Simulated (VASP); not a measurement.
# AgCl (Pm-3m) in VASP: molecular dynamics with PBE+D3(BJ)

Aim: the molecular dynamics of AgCl with PBE+D3(BJ).

Everything below comes from runs of VASP 6.6.1. Logs are shortened: lines on timing, memory, paths and dates and some standing lists are left out, and cuts for length are marked.

### 1 The cell of the first run

Symmetry: Pm-3m, No. 221, cubic system. The conventional cell has a = 3.501 Å, b = 3.501 Å, c = 3.501 Å, α = 90.00°, β = 90.00°, γ = 90.00°. Within 4.0 Å of Ag (site symmetry m-3m) lie 8 Cl at 3.03 Å and 6 Ag at 3.50 Å. Cl (site symmetry m-3m) has 8 Ag at 3.03 Å and 6 Cl at 3.50 Å within 4.0 Å.

### 2 Molecular dynamics, PBE+D3(BJ)

INCAR reads:

```
PREC = Accurate
ENCUT = 520
EDIFF = 1E-5
ISMEAR = -1
SIGMA = 0.1551
LREAL = Auto
LASPH = True
NELM = 60
ALGO = Normal
ISIF = 2
LWAVE = False
LCHARG = False
GGA = PE
IVDW = 12
NBANDS = 86
IBRION = 0
NSW = 40
POTIM = 3.0
TEBEG = 1800.0
TEEND = 1800.0
ISYM = 0
NELMIN = 4
RANDOM_SEED = 80518 0 0
MDALGO = 2
SMASS = 0
LUSENCCL = False
```

KPOINTS reads:

```
Automatic mesh
0
Gamma
  2 2 2
  0.5 0.5 0.5
```

POSCAR reads:

```
AgCl
1.0
    7.0026458053      0.0000000000      0.0000000000
    0.0000000000     -7.0026458053      0.0000000000
    0.0000000000      0.0000000000     -7.0026458053
Ag Cl
8 8
Direct
    0.0000000000      0.5000000000      0.5000000000
    0.0000000000      0.5000000000      0.0000000000
    0.0000000000      0.0000000000      0.5000000000
    0.0000000000      0.0000000000      0.0000000000
    0.5000000000      0.5000000000      0.5000000000
    0.5000000000      0.5000000000      0.0000000000
    0.5000000000      0.0000000000      0.5000000000
    0.5000000000      0.0000000000      0.0000000000
    0.2500000000      0.2500000000      0.2500000000
    0.2500000000      0.2500000000      0.7500000000
    0.2500000000      0.7500000000      0.2500000000
    0.2500000000      0.7500000000      0.7500000000
    0.7500000000      0.2500000000      0.2500000000
    0.7500000000      0.2500000000      0.7500000000
    0.7500000000      0.7500000000      0.2500000000
    0.7500000000      0.7500000000      0.7500000000
```

Potentials or basis: VASP PAW PBE potentials, release 64 (Ag, Cl).

Launch:

```
cat potpaw_PBE.64/Ag/POTCAR potpaw_PBE.64/Cl/POTCAR > POTCAR
mpirun -np 1 vasp_std > vasp.out
```

OUTCAR:

```text
PREC = Accurate
   ENCUT = 520
   EDIFF = 1E-5
   ISMEAR = -1
   LREAL = Auto
   LASPH = True
   NELM = 60
   ISIF = 2
   GGA = PE
   IVDW = 12
   IBRION = 0
   NSW = 40
   POTIM = 3.0
   TEBEG = 1800.0
   ISYM = 0
   NELMIN = 4
 IVDW          = 12

 ion  position               nearest neighbor table
   1  0.000  0.500  0.500-   9 3.03  10 3.03  11 3.03  12 3.03  13 3.03  14 3.03  15 3.03  16 3.03
                             5 3.50   2 3.50   3 3.50   2 3.50   3 3.50   5 3.50
   2  0.000  0.500  0.000-   9 3.03  10 3.03  11 3.03  12 3.03  13 3.03  14 3.03  15 3.03  16 3.03
                             6 3.50   1 3.50   4 3.50   1 3.50   4 3.50   6 3.50
   3  0.000  0.000  0.500-   9 3.03  10 3.03  11 3.03  12 3.03  13 3.03  14 3.03  15 3.03  16 3.03
                             7 3.50   1 3.50   4 3.50   4 3.50   1 3.50   7 3.50
   4  0.000  0.000  0.000-   9 3.03  10 3.03  11 3.03  12 3.03  13 3.03  14 3.03  15 3.03  16 3.03
                             8 3.50   2 3.50   3 3.50   3 3.50   2 3.50   8 3.50
   5  0.500  0.500  0.500-   9 3.03  10 3.03  11 3.03  12 3.03  13 3.03  14 3.03  15 3.03  16 3.03
                             7 3.50   1 3.50   6 3.50   6 3.50   7 3.50   1 3.50
   6  0.500  0.500  0.000-   9 3.03  10 3.03  11 3.03  12 3.03  13 3.03  14 3.03  15 3.03  16 3.03
                             8 3.50   2 3.50   5 3.50   5 3.50   8 3.50   2 3.50
   7  0.500  0.000  0.500-   9 3.03  10 3.03  11 3.03  12 3.03  13 3.03  14 3.03  15 3.03  16 3.03
                             8 3.50   3 3.50   5 3.50   8 3.50   5 3.50   3 3.50
   8  0.500  0.000  0.000-   9 3.03  10 3.03  11 3.03  12 3.03  13 3.03  14 3.03  15 3.03  16 3.03
                             7 3.50   4 3.50   6 3.50   7 3.50   6 3.50   4 3.50
   9  0.250  0.250  0.250-   1 3.03   2 3.03   3 3.03   4 3.03   5 3.03   6 3.03   7 3.03   8 3.03
[... 11 lines left out ...]
  15  0.750  0.750  0.250-   1 3.03   2 3.03   3 3.03   4 3.03   5 3.03   6 3.03   7 3.03   8 3.03

  16  0.750  0.750  0.750-   1 3.03   2 3.03   3 3.03   4 3.03   5 3.03   6 3.03   7 3.03   8 3.03

IMPORTANT INFORMATION: All symmetrisations will be switched off!
NOSYMM: (Re-)initialisation of all symmetry stuff for point group C_1.

----------------------------------------------------------------------------------------

                                     Primitive cell

  volume of cell :     343.3891

  direct lattice vectors                    reciprocal lattice vectors
     7.002645805  0.000000000  0.000000000     0.142803167  0.000000000  0.000000000
     0.000000000 -7.002645805  0.000000000     0.000000000 -0.142803167  0.000000000
     0.000000000  0.000000000 -7.002645805     0.000000000  0.000000000 -0.142803167

  length of vectors
     7.002645805  7.002645805  7.002645805     0.142803167  0.142803167  0.142803167

  position of ions in fractional coordinates (direct lattice)
     0.000000000  0.500000000  0.500000000
     0.000000000  0.500000000  0.000000000
     0.000000000  0.000000000  0.500000000
     0.000000000  0.000000000  0.000000000
     0.500000000  0.500000000  0.500000000
     0.500000000  0.500000000  0.000000000
[... 8 lines left out ...]
     0.750000000  0.750000000  0.250000000
     0.750000000  0.750000000  0.750000000

  ion indices of the primitive-cell ions
   primitive index   ion index
[... 95 lines left out ...]
   IVDW    =    12    specifies the selected vdW correction
   LEPSILON=     F    determine dielectric tensor
   LRPA    =     F    only Hartree local field effects (RPA)
 molecular dynamics for ions
 non-spin polarized calculation
  energy-cutoff  :      520.00
  volume of cell :      343.39
 maximum number of plane-waves:      9249
 NGX is ok and might be reduce to    54
   NGX = 27   NGY = 27   NGZ = 27

--------------------------------------- Ionic step        1  -------------------------------------------

 number of electron     144.0000044 magnetization

 Free energy of the ion-electron system (eV)
  ---------------------------------------------------
  ext. energy  EPLUGINS =         0.00000000
  ---------------------------------------------------
  free energy    TOTEN  =       -40.96812019 eV

  energy without entropy =      -40.96475581  energy(sigma->0) =      -40.96643800

------------------------ aborting loop because EDIFF is reached ----------------------------------------

 Edisp (eV)   -5.27655

 E8    (eV) :    -2.1156
[... 173 lines left out ...]
  ENERGY OF THE ELECTRON-ION-THERMOSTAT SYSTEM (eV)
  ---------------------------------------------------
% ion-electron   TOTEN  =       -46.234811  see above
  kinetic energy EKIN   =         3.480332
  kin. lattice  EKIN_LAT=         0.000000  (temperature 1794.99 K)
  nose potential ES     =        -0.000061
  nose kinetic   EPS    =         0.000000
  ---------------------------------------------------
  total energy   ETOTAL =       -42.754540 eV

 E-fermi :   4.5473     XC(G=0): -10.0001

 val. band max:        3.4070416387   @ k =  -0.2500  -0.2500   0.2500
 cond. band min:       5.5904637128   @ k =   0.2500   0.2500   0.2500
 fundamental gap:      2.1834220741
 Fermi energy:         4.5472672369

 k-point     1 :       0.2500    0.2500    0.2500
  band No.  band energies     occupation
      1     -11.5795      2.00000
      2     -11.0752      2.00000
      3     -10.9534      2.00000
      4     -10.8992      2.00000
      5     -10.6002      2.00000
      6     -10.5321      2.00000
[... 337 lines left out ...]
     83       9.7072      0.00000
     84       9.8718      0.00000
 [bands above 84 left out]

[... ionic steps 4 to 37 ...]

--------------------------------------- Ionic step       38  -------------------------------------------

 number of electron     143.9999995 magnetization

------------------------ aborting loop because EDIFF is reached ----------------------------------------
[... 123 lines left out ...]
--------------------------------------- Ionic step       40  -------------------------------------------

 number of electron     144.0000004 magnetization

 Free energy of the ion-electron system (eV)
  ---------------------------------------------------
  ext. energy  EPLUGINS =         0.00000000
  ---------------------------------------------------
  free energy    TOTEN  =       -39.84225310 eV

  energy without entropy =      -39.83772786  energy(sigma->0) =      -39.83999048

 E-fermi :   4.7824     XC(G=0):  -9.8383

 val. band max:        3.6273283798   @ k =  -0.2500   0.2500   0.2500
 cond. band min:       5.8017243574   @ k =  -0.2500   0.2500   0.2500
 fundamental gap:      2.1743959777
 Fermi energy:         4.7823593794

 k-point     1 :       0.2500    0.2500    0.2500
  band No.  band energies     occupation
      1     -11.7959      2.00000
      2     -11.6289      2.00000
      3     -11.4841      2.00000
      4     -11.3299      2.00000
      5     -11.0720      2.00000
      6     -11.0124      2.00000
[... 337 lines left out ...]
     83       9.9251      0.00000
     84      10.2447      0.00000
 [bands above 84 left out]

------------------------ aborting loop because EDIFF is reached ----------------------------------------

 Edisp (eV)   -5.22981

 E8    (eV) :    -2.0897
[... 45 lines left out ...]
  ENERGY OF THE ELECTRON-ION-THERMOSTAT SYSTEM (eV)
  ---------------------------------------------------
% ion-electron   TOTEN  =       -45.072059  see above
  kinetic energy EKIN   =         2.901607
  kin. lattice  EKIN_LAT=         0.000000  (temperature 1496.51 K)
  nose potential ES     =        -0.593880
  nose kinetic   EPS    =         0.012837
  ---------------------------------------------------
  total energy   ETOTAL =       -42.751494 eV
```

Run time: 25 min. Hardware: 1 × NVIDIA H100 80GB with 1 thread of Intel Xeon Platinum 8481C at 2.70GHz (Sapphire Rapids), shared host; peak memory 1.5 GiB.

What came out:

| Quantity | Value |
| --- | --- |
| Dispersion energy per atom | -0.327 eV |

Step by step:
```tsv
step	potential energy change (eV)	largest force (eV/Å)	pressure (GPa)	volume (Å³)	temperature (K)
1	0.0000	0.0000	-5.13	343.39	1800
2	0.0026	0.1549	-5.11	343.39	1799
3	0.0099	0.3110	-5.03	343.39	1795
4	0.0224	0.4683	-4.91	343.39	1789
5	0.0408	0.6315	-4.71	343.39	1780
6	0.0657	0.7954	-4.52	343.39	1768
7	0.0978	0.9601	-4.24	343.39	1753
8	0.1377	1.1242	-3.94	343.39	1736
9	0.1860	1.2861	-3.59	343.39	1715
10	0.2435	1.4402	-3.20	343.39	1691
11	0.3106	1.5829	-2.74	343.39	1665
12	0.3875	1.7085	-2.35	343.39	1637
13	0.4737	1.8105	-1.85	343.39	1608
14	0.5677	1.8841	-1.35	343.39	1578
15	0.6666	1.9234	-0.82	343.39	1550
16	0.7653	1.9562	-0.31	343.39	1527
17	0.8558	2.3148	0.20	343.39	1514
18	0.9274	2.6551	0.67	343.39	1517
19	0.9683	2.9441	1.08	343.39	1541
20	0.9676	3.1368	1.42	343.39	1594
21	0.9190	3.2050	1.68	343.39	1677
22	0.8241	3.1379	1.85	343.39	1791
23	0.6933	2.9413	1.98	343.39	1928
24	0.5445	2.6472	2.07	343.39	2075
25	0.3993	2.2936	2.15	343.39	2218
26	0.2792	1.9195	2.25	343.39	2339
27	0.2015	1.5721	2.39	343.39	2423
28	0.1773	1.6471	2.61	343.39	2460
29	0.2105	1.9257	2.90	343.39	2446
30	0.2982	2.1729	3.27	343.39	2382
31	0.4313	2.3616	3.69	343.39	2277
32	0.5957	2.4780	4.13	343.39	2143
33	0.7735	2.6705	4.57	343.39	1996
34	0.9452	3.0740	4.99	343.39	1850
35	1.0920	3.3763	5.34	343.39	1721
36	1.1985	3.5302	5.62	343.39	1616
37	1.2560	3.5111	5.81	343.39	1544
38	1.2645	3.3234	5.90	343.39	1503
39	1.2323	2.9995	5.93	343.39	1489
40	1.1726	2.5859	5.90	343.39	1497
```

Caveat: the k points lie up to 0.45 Å⁻¹ apart; the cell differs from its parent crystal (dynamics (nvt nose hoover) at 1800 K, volume x 1.06, from the last frame before).
